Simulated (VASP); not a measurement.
Runs of VASP 6.6.1 on RbCl. The structure is that of space group Fm-3m (No. 225), or close to it. The cells are those of the table. 

```tsv
task	cell	cutoff (eV)	gap on the mesh (eV)	pressure (GPa)
relaxation of the atoms	atoms relaxed from a = 4.619 Å, angles 60.3°, 2 atoms	450	4.88	0.0
single point	a = 4.630 Å, angles 60.0°, 2 atoms	500	4.89	0.0
single point	a = 4.642, b = 4.642, c = 4.630 Å, angles 60.1, 60.1, 59.8°, 2 atoms	500	4.87	-0.1
single point	a = 4.642 Å, angles 59.7°, 2 atoms	500	4.88	0.0
single point	a = 4.653 Å, angles 60.0°, 2 atoms	500	4.84	-0.3
single point	a = 4.607 Å, angles 60.0°, 2 atoms	500	4.93	(b)
single point	a = 4.619, b = 4.619, c = 4.630 Å, angles 59.9, 59.9, 60.2°, 2 atoms	500	4.90	(a)
relaxation of the atoms	atoms relaxed from a = 4.642 Å, angles 59.7°, 2 atoms	450	4.88	0.0
single point	a = 4.619 Å, angles 60.3°, 2 atoms	500	4.88	0.0
```

Alike in all rows: level PBEsol; potentials or basis VASP PAW PBE potentials, release 64 (Rb_sv, Cl); no spin polarisation; k mesh 6 × 6 × 6; smearing gaussian 0.01 eV.

Q: Fill in the values left out.

A: (a) 0.1; (b) 0.2.

Caveats: the PAW data sets were made with another functional, which shifts forces and pressure a little; the relaxation stopped at its first step, so nothing moved (some runs).

A k mesh can miss the band edges, and the runs leave out spin-orbit coupling on Rb.
